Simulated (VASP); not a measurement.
**CoO: single point with PBE**

Crystal: CoO.

```
Co O
1.0
    -1.50800    1.50800    2.10725
     1.50800   -1.50800    2.10725
     1.50800    1.50800   -2.10725
Co O
1 1
Direct
  0.00000 0.00000 0.00000
  0.50000 0.50000 0.00000
```

```yaml
Program: VASP 6.6.1
Task: single point
Functional: PBE
Potentials_or_basis: VASP PAW PBE potentials, release 64 (Co, O)
Cutoff: 520 eV
k_mesh: 10 × 10 × 10
Occupations: fermi-dirac, width 0.05 eV
Spin: collinear spin, ferromagnetic start
Starting_moments: "[2.0, 0.0] μB"
Fixed_moment: 2 μB
```

```
Pressure                                              : -7.9 GPa
Net moment                                            : 2.00 μB per cell
Site moments                                          : Co +1.89; O +0.08 μB
Valence electrons inside the program's atomic spheres : Co 7.86; O 4.95
```

Stress tensor (GPa, compression positive):
```
-8.23  0.00  0.00
 0.00 -8.23  0.00
 0.00  0.00 -7.27
```

Wall time 50 s on 1 thread of Intel(R) Xeon(R) Platinum 8488C (Sapphire Rapids), with other jobs on the host, peak memory 0.18 GiB.

Caveat: the cell stands under tension; the total moment is fixed, so each spin has its own Fermi level and the state may be an excited one; a cell with one magnetic atom can't hold antiferromagnetic order, which such compounds often take.
